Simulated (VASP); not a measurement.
# Nb2B3C (P4/mmm) in VASP: notebook

Nb2B3C is run at these levels: PBE; tasks: single point, relaxation of cell and atoms.

Everything below comes from runs of VASP 6.6.1. Logs are shortened: lines on timing, memory, paths and dates and some standing lists are left out, and cuts for length are marked.

### Step 1. The cell of the first run

The structure is tetragonal, space group P4/mmm (No. 123). Conventional cell: a = 3.100 Å, b = 3.100 Å, c = 8.010 Å, α = 90.00°, β = 90.00°, γ = 90.00°. Within 2.9 Å of Nb (site symmetry 4/mmm) lie 12 B at 2.19 to 2.71 Å. Nb (site symmetry 4/mmm) has 4 C at 2.19 Å and 2 B at 2.41 Å within 2.9 Å. B (site symmetry 4/mmm) has 2 B at 1.60 Å within 2.1 Å. B (site symmetry 4mm) has 1 B at 1.60 Å within 2.1 Å. C (site symmetry 4/mmm) has 4 Nb at 2.19 Å within 2.9 Å.

The cell was built from a structure type or drawn by symmetry, and may not be a known phase.

### Step 2. Single point, PBE

The input, INCAR:

```
PREC = Accurate
ENCUT = 520
EDIFF = 1E-6
ISMEAR = 0
SIGMA = 0.1
LREAL = False
LASPH = True
NELM = 100
ALGO = Normal
ISIF = 2
LWAVE = False
LCHARG = True
GGA = PE
LELF = True
LVHAR = True
NBANDS = 28
```

The input, KPOINTS:

```
Automatic mesh
0
Gamma
  12 12 6
```

The input, POSCAR:

```
Nb2B3C
1.0
    3.0998688934      0.0000000000      0.0000000000
    0.0000000000      3.0998688934      0.0000000000
    0.0000000000      0.0000000000      8.0100588912
Nb B C
2 3 1
Direct
    0.0000000000      0.0000000000      0.5000000000
    0.5000000000      0.5000000000      0.0000000000
    0.5000000000      0.5000000000      0.5000000000
    0.5000000000      0.5000000000      0.6992697914
    0.5000000000      0.5000000000      0.3007302086
    0.0000000000      0.0000000000      0.0000000000
```

Potentials or basis: VASP PAW PBE potentials, release 64 (Nb_sv, B, C).

Run with:

```bash
$ cat potpaw_PBE.64/Nb_sv/POTCAR potpaw_PBE.64/B/POTCAR potpaw_PBE.64/C/POTCAR > POTCAR
$ mpirun -np 1 vasp_std > vasp.out
```

OUTCAR:

```text
PREC = Accurate
   ENCUT = 520
   EDIFF = 1E-6
   ISMEAR = 0
   LREAL = False
   LASPH = True
   NELM = 100
   ISIF = 2
   GGA = PE

 ion  position               nearest neighbor table
   1  0.000  0.000  0.500-   3 2.19   3 2.19   3 2.19   3 2.19
   2  0.500  0.500  0.000-   6 2.19   6 2.19   6 2.19   6 2.19   4 2.41   5 2.41
   3  0.500  0.500  0.500-   4 1.60   5 1.60   1 2.19   1 2.19   1 2.19   1 2.19
   4  0.500  0.500  0.699-   3 1.60   2 2.41
   5  0.500  0.500  0.301-   3 1.60   2 2.41
   6  0.000  0.000  0.000-   2 2.19   2 2.19   2 2.19   2 2.19

  LATTYP: Found a simple tetragonal cell.
 ALAT       =     3.0998688934
 C/A-ratio  =     2.5839992486

  Lattice vectors:

 A1 = (   3.0998688934,   0.0000000000,   0.0000000000)
 A2 = (   0.0000000000,   3.0998688934,   0.0000000000)
 A3 = (   0.0000000000,   0.0000000000,   8.0100588912)

Analysis of symmetry for initial positions (statically):
=====================================================================
 Subroutine PRICEL returns:
 Original cell was already a primitive cell.

 Routine SETGRP: Setting up the symmetry group for a
 simple tetragonal supercell.

 Subroutine GETGRP returns: Found 16 space group operations
 (whereof 16 operations were pure point group operations)
 out of a pool of 16 trial point group operations.

The static configuration has the point symmetry D_4h.

Analysis of symmetry for dynamics (positions and initial velocities):
=====================================================================
 Subroutine PRICEL returns:
 Original cell was already a primitive cell.

 Routine SETGRP: Setting up the symmetry group for a
 simple tetragonal supercell.

 Subroutine GETGRP returns: Found 16 space group operations
 (whereof 16 operations were pure point group operations)
 out of a pool of 16 trial point group operations.

The dynamic configuration has the point symmetry D_4h.

 Subroutine INISYM returns: Found 16 space group operations
 (whereof 16 operations are pure point group operations),
 and found     1 'primitive' translations

----------------------------------------------------------------------------------------

                                     Primitive cell

  volume of cell :      76.9702

  direct lattice vectors                    reciprocal lattice vectors
     3.099868893  0.000000000  0.000000000     0.322594288  0.000000000  0.000000000
     0.000000000  3.099868893  0.000000000     0.000000000  0.322594288  0.000000000
     0.000000000  0.000000000  8.010058891     0.000000000  0.000000000  0.124843027

  length of vectors
     3.099868893  3.099868893  8.010058891     0.322594288  0.322594288  0.124843027

  position of ions in fractional coordinates (direct lattice)
     0.000000000  0.000000000  0.500000000
     0.500000000  0.500000000  0.000000000
     0.500000000  0.500000000  0.500000000
     0.500000000  0.500000000  0.699269791
     0.500000000  0.500000000  0.300730209
     0.000000000  0.000000000  0.000000000

  ion indices of the primitive-cell ions
   primitive index   ion index
                 1           1
                 2           2
                 3           3
                 4           4
                 5           5
                 6           6

----------------------------------------------------------------------------------------

 KPOINTS: Automatic mesh

Automatic generation of k-mesh.
 Grid dimensions read from file:
 generate k-points for:   12   12    6

 Generating k-lattice:

  Cartesian coordinates                     Fractional coordinates (reciprocal lattice)
     0.026882857  0.000000000  0.000000000     0.083333333  0.000000000  0.000000000
     0.000000000  0.026882857  0.000000000     0.000000000  0.083333333  0.000000000
     0.000000000  0.000000000  0.020807171     0.000000000  0.000000000  0.166666667

  Length of vectors
     0.026882857  0.026882857  0.020807171

  Shift w.r.t. Gamma in fractional coordinates (k-lattice)
     0.000000000  0.000000000  0.000000000

 Subroutine IBZKPT returns following result:
 ===========================================

 Found    112 irreducible k-points:

 Following reciprocal coordinates:
            Coordinates               Weight
  0.000000  0.000000  0.000000      1.000000
  0.083333  0.000000  0.000000      4.000000
  0.166667  0.000000  0.000000      4.000000
  0.250000  0.000000  0.000000      4.000000
  0.333333  0.000000  0.000000      4.000000
  0.416667  0.000000  0.000000      4.000000
[... 16 lines left out ...]
  0.333333  0.333333  0.000000      4.000000
  0.416667  0.333333  0.000000      8.000000
 [... further k-points ...]
   k-points           NKPTS =    112   k-points in BZ     NKDIM =    112   number of bands    NBANDS=     28
   number of dos      NEDOS =    301   number of ions     NIONS =      6
   total plane-waves  NPLWV =  34560
   dimension x,y,z NGX =    24 NGY =   24 NGZ =   60
   dimension x,y,z NGXF=    48 NGYF=   48 NGZF=  120
   ions per type =               2   3   1
   NGX,Y,Z   is equivalent  to a cutoff of  12.87, 12.87, 12.45 a.u.
   NGXF,Y,Z  is equivalent  to a cutoff of  25.74, 25.74, 24.91 a.u.
 SYSTEM =  unknown system
   PREC   = accura    normal or accurate (medium, high low for compatibility)
   ISTART =      0    job   : 0-new  1-cont  2-samecut
   ICHARG =      2    charge: 1-file 2-atom 10-const
   ISPIN  =      1    spin polarized calculation?
   LNONCOLLINEAR =      F non collinear calculations
   LSORBIT =      F    spin-orbit coupling
   LASPH  =      T    aspherical Exc in radial PAW
   ENCUT  =  520.0 eV  38.22 Ry    6.18 a.u.   5.76  5.76 14.89*2*pi/ulx,y,z
   NELM   =    100;   NELMIN=  2; NELMDL= -5     # of ELM steps
   EDIFF  = 0.1E-05   stopping-criterion for ELM
   LREAL  =      F    real-space projection
   EDIFFG = 0.1E-04   stopping-criterion for IOM
   NSW    =      0    number of steps for IOM
   IBRION =     -1    ionic relax: 0-MD 1-quasi-New 2-CG
   NFREE  =      0    steps in history (QN), initial steepest desc. (CG)
   ISIF   =      2    stress and relaxation
   ISYM   =      2    0-nonsym 1-usesym 2-fastsym
   POTIM  = 0.5000    time-step for ionic-motion
   TEBEG  =    0.0;   TEEND  =   0.0 temperature during run
   PSTRESS=    0.0 pullay stress
   NELECT =      39.0000    total number of electrons
   NUPDOWN=      -1.0000    fix difference up-down
   EMIN   =  10.00;   EMAX   =-10.00  energy-range for DOS
   EFERMI =   0.00;   METHOD = LEGACY
   ISMEAR =     0;   SIGMA  =   0.10  broadening in eV -4-tet -1-fermi 0-gaus
   EFERMI_NEDOS =   21; number of points for ismear=-14 and -15
   IALGO  =     38    algorithm
   IMIX   =      4    mixing-type and parameters
     AMIX     =   0.40;   BMIX     =  1.00
     AMIX_MAG =   1.60;   BMIX_MAG =  1.00
  volume/ion in A,a.u.               =      12.83        86.57
  Fermi-wavevector in a.u.,A,eV,Ry     =   1.305135  2.466348 23.175871  1.703378
  Thomas-Fermi vector in A             =   2.436025
   LORBIT       =      0    0 simple, 1 ext, 2 COOP (PROOUT), +10 PAW based schemes
   GGA     = PE    functional components
   LHFCALC =     F    Hartree Fock is set to
   AEXX    =    0.0000 exact exchange contribution
   IVDW    =     0    specifies the selected vdW correction
   LEPSILON=     F    determine dielectric tensor
   LRPA    =     F    only Hartree local field effects (RPA)
 non-spin polarized calculation
 Gauss-broadening in eV      SIGMA  =   0.10
  energy-cutoff  :      520.00
  volume of cell :       76.97
 maximum number of plane-waves:      2108
 NGX is ok and might be reduce to    24
   NGX = 11   NGY = 11   NGZ = 29

 number of electron      39.0000000 magnetization

 Free energy of the ion-electron system (eV)
  ---------------------------------------------------
  ext. energy  EPLUGINS =         0.00000000
  ---------------------------------------------------
  free energy    TOTEN  =       -45.81558556 eV

  energy without entropy =      -45.79714001  energy(sigma->0) =      -45.80636279

 E-fermi :   6.8527     XC(G=0): -11.2492

 val. band max:        6.8524408236   @ k =   0.0833   0.0000   0.1667
 cond. band min:       6.8540201549   @ k =   0.1667   0.0833   0.0000
 fundamental gap:      0.0015793312
 Fermi energy:         6.8526599411

 k-point     1 :       0.0000    0.0000    0.0000
  band No.  band energies     occupation
      1     -48.2929      2.00000
      2     -47.9011      2.00000
      3     -24.3291      2.00000
      4     -24.2329      2.00000
      5     -24.2329      2.00000
      6     -23.9896      2.00000
[... 20 lines left out ...]
     27       9.3428      0.00000
     28      13.2089      0.00000

 k-point     2 :       0.0833    0.0000    0.0000
  band No.  band energies     occupation
      1     -48.2899      2.00000
      2     -47.8982      2.00000
      3     -24.3249      2.00000
      4     -24.2704      2.00000
      5     -24.2280      2.00000
      6     -23.9863      2.00000
[... 20 lines left out ...]
     27      10.3816      0.00000
     28      12.7685      0.00000

 k-point     3 :       0.1667    0.0000    0.0000
  band No.  band energies     occupation
      1     -48.2816      2.00000
      2     -47.8902      2.00000
      3     -24.3715      2.00000
      4     -24.3134      2.00000
      5     -24.2144      2.00000
      6     -23.9770      2.00000
[... 20 lines left out ...]
     27      11.9040      0.00000
     28      12.0694      0.00000

 k-point     4 :       0.2500    0.0000    0.0000
  band No.  band energies     occupation
      1     -48.2702      2.00000
      2     -47.8792      2.00000
      3     -24.5070      2.00000
      4     -24.2977      2.00000
      5     -24.1958      2.00000
      6     -23.9839      2.00000
[... 20 lines left out ...]
     27      11.3932      0.00000
     28      12.2848      0.00000

 k-point     5 :       0.3333    0.0000    0.0000
  band No.  band energies     occupation
      1     -48.2588      2.00000
      2     -47.8682      2.00000
      3     -24.6395      2.00000
      4     -24.2819      2.00000
      5     -24.1771      2.00000
      6     -24.1128      2.00000
[... 20 lines left out ...]
     27      12.0244      0.00000
     28      12.0586      0.00000

 k-point     6 :       0.4167    0.0000    0.0000
  band No.  band energies     occupation
      1     -48.2505      2.00000
      2     -47.8602      2.00000
      3     -24.7348      2.00000
      4     -24.2702      2.00000
      5     -24.2055      2.00000
      6     -24.1633      2.00000
[... 463 lines left out ...]
      5     -24.2432      2.00000
      6     -24.1590      2.00000
[... 20 lines left out ...]
     27      11.0371      0.00000
     28      12.2354      0.00000

 k-point    22 :       0.5000    0.2500    0.0000
  band No.  band energies     occupation
      1     -48.2244      2.00000
      2     -47.8355      2.00000
      3     -24.7282      2.00000
      4     -24.4279      2.00000
      5     -24.2393      2.00000
      6     -24.1919      2.00000
[... 20 lines left out ...]
     27      11.1017      0.00000
     28      12.1966      0.00000

 k-point    23 :       0.3333    0.3333    0.0000
  band No.  band energies     occupation
      1     -48.2244      2.00000
      2     -47.8356      2.00000
      3     -24.5823      2.00000
      4     -24.5756      2.00000
      5     -24.2399      2.00000
      6     -24.0518      2.00000
[... 20 lines left out ...]
     27      11.3529      0.00000
     28      12.0775      0.00000

 k-point    24 :       0.4167    0.3333    0.0000
  band No.  band energies     occupation
      1     -48.2159      2.00000
      2     -47.8276      2.00000
      3     -24.6733      2.00000
      4     -24.5640      2.00000
      5     -24.2296      2.00000
      6     -24.1355      2.00000
[... 20 lines left out ...]
     27      11.3502      0.00000
     28      11.9350      0.00000

 [... further k-points ...]

------------------------ aborting loop because EDIFF is reached ----------------------------------------

  FORCE on cell =-STRESS in cart. coord.  units (eV):
  Direction    XX          YY          ZZ          XY          YZ          ZX
  --------------------------------------------------------------------------------------
  -------------------------------------------------------------------------------------
  Total       -0.1341821     -0.1341821     -0.0588178      0.0000000      0.0000000      0.0000000
  in kB       -2.7930771     -2.7930771     -1.2243267      0.0000000      0.0000000      0.0000000
  external PRESSURE =      -2.2701603 kB  Pullay stress =       0.0000000 kB

 VOLUME and BASIS-vectors are now :
 -----------------------------------------------------------------------------
  energy-cutoff  :      520.00
  volume of cell :       76.97
      direct lattice vectors                 reciprocal lattice vectors
     3.099868893  0.000000000  0.000000000     0.322594288  0.000000000  0.000000000
     0.000000000  3.099868893  0.000000000     0.000000000  0.322594288  0.000000000
     0.000000000  0.000000000  8.010058891     0.000000000  0.000000000  0.124843027

 POSITION                                       TOTAL-FORCE (eV/Angst)
 -----------------------------------------------------------------------------------
      0.00000      0.00000      4.00503         0.000000     -0.000000      0.000000
      1.54993      1.54993      0.00000         0.000000     -0.000000      0.000000
      1.54993      1.54993      4.00503         0.000000     -0.000000      0.000000
      1.54993      1.54993      5.60119         0.000000      0.000000      0.022346
      1.54993      1.54993      2.40887         0.000000     -0.000000     -0.022346
      0.00000      0.00000      0.00000         0.000000     -0.000000      0.000000
 -----------------------------------------------------------------------------------
    total drift:                                0.000000     -0.000000     -0.000000

  FREE ENERGIE OF THE ION-ELECTRON SYSTEM (eV)
  ---------------------------------------------------
  free  energy   TOTEN  =       -45.8155855635 eV

  energy  without entropy=      -45.7971400116  energy(sigma->0) =      -45.80636279
```

It took 97 s on 1 thread of Intel Xeon 6975P-C (Granite Rapids), shared host; peak memory 0.33 GiB.

Results:

```yaml
Free_energy: -45.8156 eV
Pressure: -0.2 GPa
Largest_force: 0.022 eV/Å
Band_gap_on_the_k_mesh: zero (an odd number of electrons rules out a gap without spin polarisation)
```

Forces on the atoms (eV/Å):
```
Nb   0.000  0.000  0.000
Nb   0.000  0.000  0.000
B    0.000  0.000  0.000
B    0.000  0.000  0.022
B    0.000  0.000 -0.022
C    0.000  0.000  0.000
```

Stress tensor (GPa, compression positive):
```
-0.28  0.00  0.00
 0.00 -0.28  0.00
 0.00  0.00 -0.12
```

[end of part 1 of 2]
